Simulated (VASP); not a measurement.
# SiGeO4 (F-43m) in VASP: a series of runs

The runs below take SiGeO4 through single point, with PBE.

Program: VASP 6.6.1. These are calculated values, not measurements. Logs are shortened: lines on timing, memory, paths and dates and some standing lists are left out, and cuts for length are marked.

### 1 The cell of the first run

It takes space group F-43m (No. 216, cubic). Conventional cell: a = 7.806 Å, b = 7.806 Å, c = 7.806 Å, α = 90.00°, β = 90.00°, γ = 90.00°. Si (site symmetry -43m) has 4 O at 1.63 Å within 2.2 Å. Ge (site symmetry -43m) has 4 O at 1.75 Å within 2.3 Å. O (site symmetry 3m) has 1 Si at 1.63 Å and 1 Ge at 1.75 Å within 2.2 Å.

### 2 Single point, PBE (19.82 Å³/atom)

Contents of INCAR:

```
PREC = Accurate
ENCUT = 520
EDIFF = 1E-6
ISMEAR = 0
SIGMA = 0.02
LREAL = F
LASPH = T
NELM = 100
ALGO = Normal
ISIF = 2
LWAVE = F
LCHARG = F
GGA = PE
NBANDS = 30
```

Contents of KPOINTS:

```
Automatic mesh
0
Gamma
  6 6 6
```

Contents of POSCAR:

```
SiGeO4
1.0
    0.0000000000      3.9030087900      3.9030087900
    3.9030087900      0.0000000000      3.9030087900
    3.9030087900      3.9030087900      0.0000000000
Si Ge O
1 1 4
Direct
    0.7500000000      0.7500000000      0.7500000000
    0.5000000000      0.5000000000      0.5000000000
    0.1120233469      0.6293255510      0.6293255510
    0.6293255510      0.1120233469      0.6293255510
    0.6293255510      0.6293255510      0.1120233469
    0.6293255510      0.6293255510      0.6293255510
```

Potentials or basis: VASP PAW PBE potentials, release 64 (Si, Ge_d, O).

Started as:

```
cat potpaw_PBE.64/Si/POTCAR potpaw_PBE.64/Ge_d/POTCAR potpaw_PBE.64/O/POTCAR > POTCAR
mpirun -np 1 vasp_std > vasp.out
```

OUTCAR:

```text
PREC = Accurate
   ENCUT = 520
   EDIFF = 1E-6
   ISMEAR = 0
   LREAL = F
   LASPH = T
   NELM = 100
   ISIF = 2
   GGA = PE

 ion  position               nearest neighbor table
   1  0.750  0.750  0.750-   3 1.63   4 1.63   5 1.63   6 1.63
   2  0.500  0.500  0.500-   6 1.75   4 1.75   5 1.75   3 1.75
   3  0.112  0.629  0.629-   1 1.63   2 1.75
   4  0.629  0.112  0.629-   1 1.63   2 1.75
   5  0.629  0.629  0.112-   1 1.63   2 1.75
   6  0.629  0.629  0.629-   1 1.63   2 1.75

  LATTYP: Found a face centered cubic cell.
 ALAT       =     7.8060175800

  Lattice vectors:

 A1 = (   0.0000000000,   3.9030087900,   3.9030087900)
 A2 = (   3.9030087900,   0.0000000000,   3.9030087900)
 A3 = (   3.9030087900,   3.9030087900,   0.0000000000)

Analysis of symmetry for initial positions (statically):
=====================================================================
 Subroutine PRICEL returns:
 Original cell was already a primitive cell.

 Routine SETGRP: Setting up the symmetry group for a
 face centered cubic supercell.

 Subroutine GETGRP returns: Found 24 space group operations
 (whereof 24 operations were pure point group operations)
 out of a pool of 48 trial point group operations.

The static configuration has the point symmetry T_d .

Analysis of symmetry for dynamics (positions and initial velocities):
=====================================================================
 Subroutine PRICEL returns:
 Original cell was already a primitive cell.

 Routine SETGRP: Setting up the symmetry group for a
 face centered cubic supercell.

 Subroutine GETGRP returns: Found 24 space group operations
 (whereof 24 operations were pure point group operations)
 out of a pool of 48 trial point group operations.

The dynamic configuration has the point symmetry T_d .

 Subroutine INISYM returns: Found 24 space group operations
 (whereof 24 operations are pure point group operations),
 and found     1 'primitive' translations

----------------------------------------------------------------------------------------

                                     Primitive cell

  volume of cell :     118.9128

  direct lattice vectors                    reciprocal lattice vectors
     0.000000000  3.903008790  3.903008790    -0.128106296  0.128106296  0.128106296
     3.903008790  0.000000000  3.903008790     0.128106296 -0.128106296  0.128106296
     3.903008790  3.903008790  0.000000000     0.128106296  0.128106296 -0.128106296

  length of vectors
     5.519687965  5.519687965  5.519687965     0.221886614  0.221886614  0.221886614

  position of ions in fractional coordinates (direct lattice)
     0.750000000  0.750000000  0.750000000
     0.500000000  0.500000000  0.500000000
     0.112023347  0.629325551  0.629325551
     0.629325551  0.112023347  0.629325551
     0.629325551  0.629325551  0.112023347
     0.629325551  0.629325551  0.629325551

  ion indices of the primitive-cell ions
   primitive index   ion index
                 1           1
                 2           2
                 3           3
                 4           4
                 5           5
                 6           6

----------------------------------------------------------------------------------------

 KPOINTS: Automatic mesh

Automatic generation of k-mesh.
 Grid dimensions read from file:
 generate k-points for:    6    6    6

 Generating k-lattice:

  Cartesian coordinates                     Fractional coordinates (reciprocal lattice)
    -0.021351049  0.021351049  0.021351049     0.166666667  0.000000000  0.000000000
     0.021351049 -0.021351049  0.021351049     0.000000000  0.166666667  0.000000000
     0.021351049  0.021351049 -0.021351049     0.000000000  0.000000000  0.166666667

  Length of vectors
     0.036981102  0.036981102  0.036981102

  Shift w.r.t. Gamma in fractional coordinates (k-lattice)
     0.000000000  0.000000000  0.000000000

 Subroutine IBZKPT returns following result:
 ===========================================

 Found     16 irreducible k-points:

 Following reciprocal coordinates:
            Coordinates               Weight
  0.000000  0.000000  0.000000      1.000000
  0.166667  0.000000  0.000000      8.000000
  0.333333  0.000000  0.000000      8.000000
  0.500000  0.000000  0.000000      4.000000
  0.166667  0.166667  0.000000      6.000000
  0.333333  0.166667  0.000000     24.000000
[... 8 lines left out ...]
 -0.333333  0.333333  0.166667     24.000000
 -0.333333  0.500000  0.166667     12.000000
   k-points           NKPTS =     16   k-points in BZ     NKDIM =     16   number of bands    NBANDS=     30
   number of dos      NEDOS =    301   number of ions     NIONS =      6
   total plane-waves  NPLWV =  74088
   dimension x,y,z NGX =    42 NGY =   42 NGZ =   42
   dimension x,y,z NGXF=    84 NGYF=   84 NGZF=   84
   ions per type =               1   1   4
   NGX,Y,Z   is equivalent  to a cutoff of  12.65, 12.65, 12.65 a.u.
   NGXF,Y,Z  is equivalent  to a cutoff of  25.30, 25.30, 25.30 a.u.
 SYSTEM =  unknown system
   PREC   = accura    normal or accurate (medium, high low for compatibility)
   ISTART =      0    job   : 0-new  1-cont  2-samecut
   ICHARG =      2    charge: 1-file 2-atom 10-const
   ISPIN  =      1    spin polarized calculation?
   LNONCOLLINEAR =      F non collinear calculations
   LSORBIT =      F    spin-orbit coupling
   LASPH  =      T    aspherical Exc in radial PAW
   ENCUT  =  520.0 eV  38.22 Ry    6.18 a.u.  10.26 10.26 10.26*2*pi/ulx,y,z
   NELM   =    100;   NELMIN=  2; NELMDL= -5     # of ELM steps
   EDIFF  = 0.1E-05   stopping-criterion for ELM
   LREAL  =      F    real-space projection
   EDIFFG = 0.1E-04   stopping-criterion for IOM
   NSW    =      0    number of steps for IOM
   IBRION =     -1    ionic relax: 0-MD 1-quasi-New 2-CG
   NFREE  =      0    steps in history (QN), initial steepest desc. (CG)
   ISIF   =      2    stress and relaxation
   ISYM   =      2    0-nonsym 1-usesym 2-fastsym
   POTIM  = 0.5000    time-step for ionic-motion
   TEBEG  =    0.0;   TEEND  =   0.0 temperature during run
   PSTRESS=    0.0 pullay stress
   NELECT =      42.0000    total number of electrons
   NUPDOWN=      -1.0000    fix difference up-down
   EMIN   =  10.00;   EMAX   =-10.00  energy-range for DOS
   EFERMI =   0.00;   METHOD = LEGACY
   ISMEAR =     0;   SIGMA  =   0.02  broadening in eV -4-tet -1-fermi 0-gaus
   EFERMI_NEDOS =   21; number of points for ismear=-14 and -15
   IALGO  =     38    algorithm
   IMIX   =      4    mixing-type and parameters
     AMIX     =   0.40;   BMIX     =  1.00
     AMIX_MAG =   1.60;   BMIX_MAG =  1.00
  volume/ion in A,a.u.               =      19.82       133.74
  Fermi-wavevector in a.u.,A,eV,Ry     =   1.157218  2.186824 18.220280  1.339153
  Thomas-Fermi vector in A             =   2.293831
   LORBIT       =      0    0 simple, 1 ext, 2 COOP (PROOUT), +10 PAW based schemes
   GGA     = PE    functional components
   LHFCALC =     F    Hartree Fock is set to
   AEXX    =    0.0000 exact exchange contribution
   IVDW    =     0    specifies the selected vdW correction
   LEPSILON=     F    determine dielectric tensor
   LRPA    =     F    only Hartree local field effects (RPA)
 non-spin polarized calculation
 Gauss-broadening in eV      SIGMA  =   0.02
  energy-cutoff  :      520.00
  volume of cell :      118.91
 maximum number of plane-waves:      3250
 NGX is ok and might be reduce to    42
   NGX = 21   NGY = 21   NGZ = 21

 number of electron      42.0000012 magnetization

 Free energy of the ion-electron system (eV)
  ---------------------------------------------------
  ext. energy  EPLUGINS =         0.00000000
  ---------------------------------------------------
  free energy    TOTEN  =       -42.52108134 eV

  energy without entropy =      -42.52108134  energy(sigma->0) =      -42.52108134

 E-fermi :  -1.5844     XC(G=0):  -7.1589

 val. band max:       -1.7588194811   @ k =   0.5000   0.0000   0.0000
 cond. band min:       1.8972566607   @ k =   0.0000   0.0000   0.0000
 fundamental gap:      3.6560761419
 Fermi energy:        -1.5843840379

 k-point     1 :       0.0000    0.0000    0.0000
  band No.  band energies     occupation
      1     -25.4571      2.00000
      2     -25.4571      2.00000
      3     -25.4571      2.00000
      4     -25.2023      2.00000
      5     -25.2023      2.00000
      6     -20.6154      2.00000
[... 22 lines left out ...]
     29       9.7119      0.00000
     30      10.2499      0.00000

 k-point     2 :       0.1667    0.0000    0.0000
  band No.  band energies     occupation
      1     -25.4583      2.00000
      2     -25.4570      2.00000
      3     -25.4570      2.00000
      4     -25.2023      2.00000
      5     -25.2023      2.00000
      6     -20.5384      2.00000
[... 22 lines left out ...]
     29       9.7496      0.00000
     30      10.5897      0.00000

 k-point     3 :       0.3333    0.0000    0.0000
  band No.  band energies     occupation
      1     -25.4605      2.00000
      2     -25.4568      2.00000
      3     -25.4568      2.00000
      4     -25.2022      2.00000
      5     -25.2022      2.00000
      6     -20.3435      2.00000
[... 22 lines left out ...]
     29       9.6955      0.00000
     30      10.4402      0.00000

 k-point     4 :       0.5000    0.0000    0.0000
  band No.  band energies     occupation
      1     -25.4617      2.00000
      2     -25.4567      2.00000
      3     -25.4567      2.00000
      4     -25.2022      2.00000
      5     -25.2022      2.00000
      6     -20.2057      2.00000
[... 352 lines left out ...]
     29       9.9856      0.00000
     30      10.0714      0.00000

 k-point    15 :      -0.3333    0.3333    0.1667
  band No.  band energies     occupation
      1     -25.4632      2.00000
      2     -25.4565      2.00000
      3     -25.4563      2.00000
      4     -25.2022      2.00000
      5     -25.2022      2.00000
      6     -19.9867      2.00000
[... 22 lines left out ...]
     29       9.7053      0.00000
     30      10.2083      0.00000

 k-point    16 :      -0.3333    0.5000    0.1667
  band No.  band energies     occupation
      1     -25.4636      2.00000
      2     -25.4563      2.00000
      3     -25.4563      2.00000
      4     -25.2023      2.00000
      5     -25.2022      2.00000
      6     -19.7774      2.00000
[... 22 lines left out ...]
     29       9.5013      0.00000
     30      10.2075      0.00000

------------------------ aborting loop because EDIFF is reached ----------------------------------------

  FORCE on cell =-STRESS in cart. coord.  units (eV):
  Direction    XX          YY          ZZ          XY          YZ          ZX
  --------------------------------------------------------------------------------------
  -------------------------------------------------------------------------------------
  Total       -2.7556320     -2.7556320     -2.7556320     -0.0000000     -0.0000000      0.0000000
  in kB      -37.1281418    -37.1281418    -37.1281418     -0.0000000     -0.0000000      0.0000000
  external PRESSURE =     -37.1281418 kB  Pullay stress =       0.0000000 kB

 VOLUME and BASIS-vectors are now :
 -----------------------------------------------------------------------------
  energy-cutoff  :      520.00
  volume of cell :      118.91
      direct lattice vectors                 reciprocal lattice vectors
     0.000000000  3.903008790  3.903008790    -0.128106296  0.128106296  0.128106296
     3.903008790  0.000000000  3.903008790     0.128106296 -0.128106296  0.128106296
     3.903008790  3.903008790  0.000000000     0.128106296  0.128106296 -0.128106296

 POSITION                                       TOTAL-FORCE (eV/Angst)
 -----------------------------------------------------------------------------------
      5.85451      5.85451      5.85451         0.000000      0.000000      0.000000
      3.90301      3.90301      3.90301         0.000000      0.000000      0.000000
      4.91253      2.89349      2.89349        -0.046774      0.046774      0.046774
      2.89349      4.91253      2.89349         0.046774     -0.046774      0.046774
      2.89349      2.89349      4.91253         0.046774      0.046774     -0.046774
      4.91253      4.91253      4.91253        -0.046774     -0.046774     -0.046774
 -----------------------------------------------------------------------------------
    total drift:                                0.000008      0.000008      0.000007

  FREE ENERGIE OF THE ION-ELECTRON SYSTEM (eV)
  ---------------------------------------------------
  free  energy   TOTEN  =       -42.5210813439 eV

  energy  without entropy=      -42.5210813439  energy(sigma->0) =      -42.52108134
```

It took 92 s on 1 thread of Intel Xeon 8259CL, shared host; peak memory 0.28 GiB.

What came out:

```
Free energy            : -42.5211 eV
Pressure               : -3.7 GPa
Largest force          : 0.081 eV/Å
Band gap on the k mesh : 3.66 eV
```

Forces in eV/Å, atoms in the order of the input:
```
Si   0.000  0.000  0.000
Ge   0.000  0.000  0.000
O   -0.047  0.047  0.047
O    0.047 -0.047  0.047
O    0.047  0.047 -0.047
O   -0.047 -0.047 -0.047
```

Levels at points of the mesh, in eV from the valence-band top:
| k point | band 19 | band 20 | band 21 | band 22 | band 23 | band 24 |
| --- | --- | --- | --- | --- | --- | --- |
| (0.00, 0.00, 0.00) | 0.00 | 0.00 | 0.00 | 3.66 | 6.78 | 8.12 |
| (0.50, 0.00, 0.00) | -0.64 | -0.64 | 0.00 | 5.15 | 7.65 | 8.49 |
| (0.50, 0.50, 0.00) | -0.75 | -0.43 | -0.43 | 6.09 | 7.47 | 8.73 |

Caveat: the cell stands under tension.

### 3 Single point, PBE (20.40 Å³/atom)

This run uses another cell than the first one, of 20.40 Å³/atom.

Contents of INCAR:

```
PREC = Accurate ; ENCUT = 520
EDIFF = 1E-6 ; ISMEAR = 0
SIGMA = 0.02 ; LREAL = False
LASPH = True ; NELM = 80
ALGO = Normal ; ISIF = 2
LWAVE = False ; LCHARG = True
GGA = PE ; LELF = True
LVHAR = True ; NBANDS = 30
```

KPOINTS is that of step 2.

Contents of POSCAR:

```
SiGeO4
1.0
    0.0000000000      3.9405400230      3.9405400230
    3.9405400230      0.0000000000      3.9405400230
    3.9405400230      3.9405400230      0.0000000000
Si Ge O
1 1 4
Direct
    0.7500000000      0.7500000000      0.7500000000
    0.5000000000      0.5000000000      0.5000000000
    0.1118225773      0.6293924742      0.6293924742
    0.6293924742      0.1118225773      0.6293924742
    0.6293924742      0.6293924742      0.1118225773
    0.6293924742      0.6293924742      0.6293924742
```

Potentials or basis: VASP PAW PBE potentials, release 64 (Si, Ge_d, O).

Started as:

```
cat potpaw_PBE.64/Si/POTCAR potpaw_PBE.64/Ge_d/POTCAR potpaw_PBE.64/O/POTCAR > POTCAR
mpirun -np 1 vasp_std > vasp.out
```

Wall time 92 s (1 thread of Intel Xeon 8259CL, shared host); peak memory 0.28 GiB.

It converged, with:

```
Free energy            : -42.4108 eV
Pressure               : -6.7 GPa
Largest force          : 0.065 eV/Å
Band gap on the k mesh : 3.28 eV
```

Forces on the atoms (eV/Å):
```
Si   0.000  0.000  0.000
Ge   0.000  0.000  0.000
O   -0.038  0.038  0.038
O    0.038 -0.038  0.038
O    0.038  0.038 -0.038
O   -0.038 -0.038 -0.038
```

Levels at points of the mesh, in eV from the valence-band top:
| k point | band 19 | band 20 | band 21 | band 22 | band 23 | band 24 |
| --- | --- | --- | --- | --- | --- | --- |
| (0.00, 0.00, 0.00) | 0.00 | 0.00 | 0.00 | 3.28 | 6.71 | 7.92 |
| (0.50, 0.00, 0.00) | -0.62 | -0.62 | 0.00 | 4.77 | 7.56 | 8.45 |
| (0.50, 0.50, 0.00) | -0.72 | -0.42 | -0.42 | 5.71 | 7.29 | 8.66 |

Caveat: the cell stands under tension. A k mesh can miss the band edges.

(Part 1 of 2 ends here.)
